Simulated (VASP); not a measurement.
**Zn2C: single point with PBE**

System: Zn2C, a sheet with vacuum.

```xyz
3
Lattice="4.4012 0.0000 0.0000 -2.2006 3.8115 0.0000 0.0000 0.0000 17.0000" Properties=species:S:1:pos:R:3 pbc="T T T"
Zn    0.0000    0.0000    9.6694
Zn    0.0000    0.0000    7.3306
C     0.0000    0.0000    8.5000
```

The cell was generated, and may not be a known phase.

```json
{
  "Program": "VASP 6.6.1",
  "Task": "single point",
  "Functional": "PBE",
  "Potentials or basis": "VASP PAW PBE potentials, release 64 (Zn, C)",
  "Cutoff": "520 eV",
  "k mesh": "6 × 6 × 1",
  "Occupations": "gaussian, width 0.1 eV",
  "Spin": "no spin polarisation",
  "Dipole correction": "yes",
  "Further INCAR settings": "ALGO = Normal; EDIFF = 1e-06; NBANDS = 21"
}
```

```json
{
 "Largest force": "69.908 eV/Å",
 "Band gap on the k mesh": "zero (filled and empty bands touch)"
}
```

Forces in eV/Å, atoms in the order of the input:
```
Zn    0.000   0.000  69.908
Zn    0.000   0.000 -69.908
C     0.000   0.000   0.000
```

Levels at points of the mesh, in eV from the Fermi level:
| k point | band 10 | band 11 | band 12 | band 13 | band 14 | band 15 | band 16 | band 17 | band 18 | band 19 |
| --- | --- | --- | --- | --- | --- | --- | --- | --- | --- | --- |
| (0.00, 0.00, 0.00) | -8.18 | -7.22 | -2.78 | -0.12 | -0.04 | -0.04 | 2.27 | 3.38 | 4.37 | 4.91 |
| (0.50, 0.00, 0.00) | -8.16 | -6.89 | -2.03 | -1.25 | -0.28 | 1.08 | 2.89 | 3.47 | 4.71 | 5.89 |

Run time: 68 s on 1 thread of Intel(R) Xeon(R) Platinum 8259CL CPU @ 2.50GHz (Skylake/Cascade Lake), with other jobs on the host, peak memory 0.4 GiB.

Caveat: atoms lie so close that the PAW spheres overlap strongly, which falsifies energies and pressures.
